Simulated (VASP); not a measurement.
Here is a VASP 6.6.1 calculation.

File INCAR:

```
SYSTEM = Si8O16F
PREC = Accurate
ENCUT = 520
EDIFF = 1E-6
ISMEAR = 0
SIGMA = 0.02
LREAL = Auto
LASPH = .TRUE.
NELM = 60
ALGO = Normal
ISIF = 2
LWAVE = .FALSE.
LCHARG = .FALSE.
GGA = PE
IVDW = 12
NBANDS = 86
NELECT = 136.0
```

Contents of KPOINTS:

```
regular mesh
0
G
  2 2 3
  0 0 0
```

The input POSCAR:

```
Si8O16F
1.0
   -4.1501000000     -4.1501000000      0.0000000000
    4.1501000000     -4.1501000000      0.0000000000
    0.0000000000      0.0000000000      5.3150000000
Si O F
8 16 1
Direct
    0.4819852534      0.4928666779     -0.0037247413
   -0.0196050698      0.4895503723      0.2592476011
    0.5007574516      0.4953158960      0.4964536218
   -0.0086323221      0.5106968507      0.7534918156
    0.0147227778     -0.0022225970     -0.0041691439
    0.5004555312     -0.0040874919      0.2477053622
    0.0094021831     -0.0030245054      0.4925083725
    0.5086587070     -0.0131212501      0.7479147695
    0.1811759958      0.5016381533     -0.0036795861
    0.0664415315      0.1748960266      0.2327710254
    0.7939067733      0.5049356642     -0.0018242709
    0.0067693550      0.7987712344      0.2444720602
    0.1832894388      0.4974172911      0.5024238946
   -0.0037402713      0.1977693309      0.7423941675
    0.7952677044      0.5781753452      0.5351414864
    0.0171871762      0.8141192983      0.7536743180
    0.7033336546     -0.0021011542      0.0022577611
    0.4912027421      0.6879189658      0.2458146754
    0.3187223199     -0.0132646201     -0.0111738476
    0.4476296957      0.2998491603      0.2371490122
    0.6958223898     -0.0284288330      0.5014365005
    0.4792709814      0.6863924966      0.7538253998
    0.3126855979     -0.0113810511      0.5029802446
    0.5016314065      0.2973045228      0.7424856068
    0.7742007422      0.2909362425      0.3504395108
```

Potentials or basis: VASP PAW PBE potentials, release 64 (Si, O, F).

Command:

```console
$ cat potpaw_PBE.64/Si/POTCAR potpaw_PBE.64/O/POTCAR potpaw_PBE.64/F/POTCAR > POTCAR
$ mpirun -np 1 vasp_std > vasp.out
```

(1) Predict the largest force.

(2) What does it give for the dispersion energy per atom?

## Answers

(1) 0.192 eV/Å.

(2) -0.244 eV.

Caveat: the k points lie up to 0.54 Å⁻¹ apart; the cell carries a net charge on a neutralising background, which shifts energy and pressure.
